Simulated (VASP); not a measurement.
Crystal: BaTiO3.

```
Ba O Ti
1.0
     4.07203    0.00000    0.00000
     0.00000    4.07203    0.00000
     0.00000    0.00000    4.07203
Ba O Ti
1 3 1
Direct
  0.00000 0.00000 0.00000
  0.50000 0.50000 0.00000
  0.00000 0.50000 0.50000
  0.50000 0.00000 0.50000
  0.50000 0.50000 0.50000
```

```yaml
Program: VASP 6.6.1
Task: relaxation of cell and atoms
Functional: r2SCAN
Potentials_or_basis: VASP PAW PBE potentials, release 64 (Ba_sv, O, Ti_sv)
Cutoff: 600 eV
k_mesh: 5 × 5 × 5
Occupations: fermi-dirac, width 0.1 eV
Spin: collinear spin, ferromagnetic start
Starting_moments: "[3.0, 2.0, 2.0, 2.0, 3.0] μB"
```

At the start: pressure -7.7 GPa; volume 13.50 Å³/atom.

Problem. How do energy, volume and symmetry change on relaxing?

Solution. Over 3 steps the energy falls by 16.0 meV/atom and the volume is 12.88 Å³/atom (-4.7 %); space group Pm-3m (No. 221, to 0.05 Å); moment 0.00 μB per cell.

The path:
```tsv
step	energy change (eV)	largest force (eV/Å)	pressure (GPa)	volume (Å³)
1	0.0000	0.0000	-7.72	67.52
2	0.0053	0.0000	9.53	61.36
3	-0.0799	0.0000	-0.06	64.38
```

Final structure:
```yaml
crystal:
  lattice:
    - [4.00782, 0.00000, 0.00000]
    - [0.00000, 4.00782, 0.00000]
    - [0.00000, 0.00000, 4.00782]
  atoms:
    - { symbol: Ba, position: [0.00000, 0.00000, 0.00000] }
    - { symbol: O, position: [0.50000, 0.50000, 0.00000] }
    - { symbol: O, position: [0.00000, 0.50000, 0.50000] }
    - { symbol: O, position: [0.50000, 0.00000, 0.50000] }
    - { symbol: Ti, position: [0.50000, 0.50000, 0.50000] }
```

Caveat: the PAW data sets were made with another functional, which shifts forces and pressure a little.
